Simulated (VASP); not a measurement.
Wanted: the native input for a VASP 6.6.1 run.

* Task: relaxation of cell and atoms
* Functional: PBE
* Dispersion: D3(BJ)
* Potentials or basis: VASP PAW PBE potentials, release 64 (S, O)
* Cutoff: 600 eV
* k mesh: 6 × 6 × 6
* Occupations: gaussian, width 0.1 eV
* Spin: collinear spin, ferromagnetic start
* Starting moments: [0.0, 0.0, 0.0, 1.06] μB
* Dipole correction: no
* Further INCAR settings: ALGO = Normal; EDIFF = 1e-06; IBRION = 2; EDIFFG = -0.04; NSW = 90; ISIF = 3

The structure of S3O lies in POSCAR:

```
S3O
1.0
    3.7291296199      0.0000000000      0.0000000000
    0.0000000000      3.7291296199      0.0000000000
    0.0000000000      0.0000000000      3.7291296199
S O
3 1
Direct
    0.5000000000      0.0000000000      0.5000000000
    0.0000000000      0.5000000000      0.5000000000
    0.5000000000      0.5000000000      0.0000000000
    0.0000000000      0.0000000000      0.0000000000
```

The cell was generated, and may not be a known phase.

The input as run:

INCAR

```
  PREC = Accurate
  ENCUT = 600
  EDIFF = 1E-6
  ISMEAR = 0
  SIGMA = 0.1
  LREAL = F
  LASPH = T
  NELM = 150
  ALGO = Normal
  ISIF = 3
  LWAVE = F
  LCHARG = F
  ISPIN = 2
  MAGMOM = 0 0 0 1.06
  LORBIT = 11
  GGA = PE
  IVDW = 12
  IBRION = 2
  NSW = 90
  EDIFFG = -0.04
```

KPOINTS

```
regular mesh
0
Gamma
  6 6 6
```

Potentials or basis: VASP PAW PBE potentials, release 64 (S, O).

Launch:

```console
$ cat potpaw_PBE.64/S/POTCAR potpaw_PBE.64/O/POTCAR > POTCAR
$ mpirun -np 1 vasp_std > vasp.out
```

Results of the run:

* Relaxed volume: 12.68 Å³/atom
* Relaxed cell: a = 3.702 Å, b = 3.702 Å, c = 3.702 Å, α = 90.00°, β = 90.00°, γ = 90.00°
* Space group after relaxing (to 0.1 Å): Pm-3m (No. 221)
* Energy gained by relaxing: 1.5 meV/atom
* Ionic steps: 2
* Pressure after relaxing: 0.2 GPa
* Band gap on the k mesh: zero (filled and empty bands overlap)
* Net moment: -0.01 μB per cell
* Valence electrons inside the program's atomic spheres: S 3.44; O 4.76
* Dispersion energy per atom: -0.338 eV

Run time: 79 s on 1 thread of Oxide Virtual Turin-like Processor (shared host), peak memory 0.17 GiB.
